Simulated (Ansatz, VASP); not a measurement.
**One calculation of Sn, two programs**

Contents of INCAR:

```
SYSTEM = Sn
PREC = Accurate
ENCUT = 520
EDIFF = 1E-6
ISMEAR = 0
SIGMA = 0.15
LREAL = .FALSE.
LASPH = .TRUE.
NELM = 100
ALGO = Fast
ISIF = 2
LWAVE = .FALSE.
LCHARG = .TRUE.
GGA = PE
IVDW = 12
LELF = .TRUE.
LVHAR = .TRUE.
NBANDS = 21
```

Contents of KPOINTS:

```
Automatic mesh
0
G
  18 18 12
  0 0 0
```

POSCAR

```
Sn
1.0
   -1.7544065422      1.7546136957     -2.1674907473
   -1.7544065422      1.7546136957      2.1674907473
    3.5088130844      3.5092273914      0.0000000000
Sn
2
Direct
    0.0000000072      0.0000000072     -0.0120906703
    0.4999999928      0.4999999928      0.5120906703
```

Input for Ansatz:

```yaml
crystal:
  lattice:
    - [-1.7544065422, 1.7546136957, -2.1674907473]
    - [-1.7544065422, 1.7546136957, 2.1674907473]
    - [3.5088130844, 3.5092273914, 0.0]
  atoms:
    - { symbol: Sn, position: [7.2e-09, 7.2e-09, -0.0120906703] }
    - { symbol: Sn, position: [0.4999999928, 0.4999999928, 0.5120906703] }
basis:
  ecutwfc: 420
kpoints:
  mp_grid: { grid: [18, 18, 12] }
hamiltonian:
  xc: pbe
  dispersion: d3bj
scf:
  occupations: { method: gaussian, width: 0.15 }
output:
  forces: true
  stress: true
  eigenvalues: true
```

Change from the starting cell: mode 6 (102.9 1/cm) frozen in, largest displacement -0.060 Å.

Alike in both runs: task single point; functional PBE; dispersion D3(BJ); k mesh 18 × 18 × 12; occupations gaussian, width 0.15 eV; no spin polarisation.

```csv
,VASP,Ansatz
version,VASP 6.6.1,Ansatz 0.2.0
potentials or method,"VASP PAW PBE potentials, release 64 (Sn_d), cutoff 520 eV","scalar-relativistic, plane waves, PAW"
valence electrons in the cell,28,28
```

Ansatz gave:

```
gap on the k mesh at the Fermi level (eV)                     : none
pressure (GPa)                                                : 0.3
traceless stress, the component that is largest in VASP (GPa) : 0.09
rms of the force components (eV/Å)                            : 0.155
```

Problem. Estimate VASP's values.

Solution. gap on the k mesh at the Fermi level (eV): none; pressure (GPa): 0.3; traceless stress, the component that is largest in VASP (GPa): 0.09; rms of the force components (eV/Å): 0.156.

Atom by atom the forces differ by 0.001 eV/Å (rms over components). A gap of «none» marks a metal or a gap that the smearing closes.
